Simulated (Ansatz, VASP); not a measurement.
## Two plane-wave programs on Mg2Ge2N

File INCAR:

```
ALGO = Normal ; EDIFF = 1E-7
ENCUT = 520 ; GGA = PE
ISIF = 2 ; ISMEAR = 0
LASPH = True ; LCHARG = True
LELF = True ; LREAL = False
LVHAR = True ; LWAVE = False
NBANDS = 26 ; NELM = 100
PREC = Accurate ; SIGMA = 0.1
```

Contents of KPOINTS:

```
k-points
0
Gamma
  4 4 4
```

Contents of POSCAR:

```
Mg2Ge2N
1.0
    3.8227930700      0.0000000000      0.0000000000
    0.0000000000      3.8227930700      0.0000000000
    0.0000000000      0.0000000000      6.3373474700
Mg Ge N
2 2 1
Direct
    0.5000000000      0.0000000000      0.7384915000
    0.0000000000      0.5000000000      0.7384915000
    0.0000000000      0.0000000000      0.2634409000
    0.0000000000      0.0000000000      0.8451109200
    0.5000000000      0.5000000000      0.1936715300
```

Input for Ansatz:

```yaml
crystal:
  lattice:
    - [3.82279307, 0.0, 0.0]
    - [0.0, 3.82279307, 0.0]
    - [0.0, 0.0, 6.33734747]
  atoms:
    - { symbol: Mg, position: [0.5, 0.0, 0.7384915] }
    - { symbol: Mg, position: [0.0, 0.5, 0.7384915] }
    - { symbol: Ge, position: [0.0, 0.0, 0.2634409] }
    - { symbol: Ge, position: [0.0, 0.0, 0.84511092] }
    - { symbol: "N", position: [0.5, 0.5, 0.19367153] }
basis:
  ecutwfc: 420
kpoints:
  mp_grid: { grid: [4, 4, 4] }
hamiltonian:
  xc: pbe
scf:
  occupations: { method: gaussian, width: 0.1 }
  lower_state_search: "off"
output:
  forces: true
  stress: true
  eigenvalues: true
```

Alike in both runs: task single point; functional PBE; k mesh 4 × 4 × 4; occupations gaussian, width 0.1 eV; no spin polarisation.

|  | VASP | Ansatz |
| --- | --- | --- |
| version | VASP 6.6.1 | Ansatz 0.2.0 |
| potentials or method | VASP PAW PBE potentials, release 64 (Mg, Ge_d, N), cutoff 520 eV | scalar-relativistic, plane waves, PAW |
| valence electrons in the cell | 37 | 53 |

```csv
,VASP,Ansatz,Ansatz less VASP
gap on the k mesh at the Fermi level (eV),none,none,-
rms of the force components (eV/Å),2.648,2.617,-0.0310
```

Atom by atom the forces differ by 0.031 eV/Å (rms over components). A gap of «none» marks a metal or a gap that the smearing closes. VASP's potentials hold 37 valence electrons a cell and Ansatz's 53, so a difference there can come from the potentials and not from the codes.

The k mesh is coarse, so the values compare programs but aren't converged.
